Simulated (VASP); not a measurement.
Input of a VASP 6.6.1 run:

File INCAR:

```
SYSTEM = TePt3
PREC = Accurate
ENCUT = 520
EDIFF = 1E-7
ISMEAR = 0
SIGMA = 0.1
LREAL = .FALSE.
LASPH = .TRUE.
NELM = 100
ALGO = Fast
ISIF = 2
LWAVE = .FALSE.
LCHARG = .FALSE.
GGA = PE
NBANDS = 46
```

Contents of KPOINTS:

```
regular mesh
0
G
  6 6 4
  0 0 0
```

The input POSCAR:

```
TePt3
1.0
    5.7112109517      0.0000000000      0.0000000000
   -2.8556054759      4.9460537705      0.0000000000
    0.0000000000      0.0000000000      4.9698158917
Te Pt
2 6
Direct
    0.3333333333      0.6666666667      0.2500000000
    0.6666666667      0.3333333333      0.7500000000
    0.8360451872      0.6720903743      0.2500000000
    0.1639548128      0.8360451872      0.7500000000
    0.3279096257      0.1639548128      0.2500000000
    0.1639548128      0.3279096257      0.7500000000
    0.8360451872      0.1639548128      0.2500000000
    0.6720903743      0.8360451872      0.7500000000
```

Potentials or basis: VASP PAW PBE potentials, release 64 (Te, Pt).

Run with:

```bash
$ cat potpaw_PBE.64/Te/POTCAR potpaw_PBE.64/Pt/POTCAR > POTCAR
$ mpirun -np 1 vasp_std > vasp.out
```

Task: Estimate the largest force.

Result: 0.012 eV/Å.

Task: Estimate the pressure.

Result: -0.3 GPa.

Stress tensor (GPa, compression positive):
```
-0.09  0.00  0.00
 0.00 -0.09  0.00
 0.00  0.00 -0.57
```
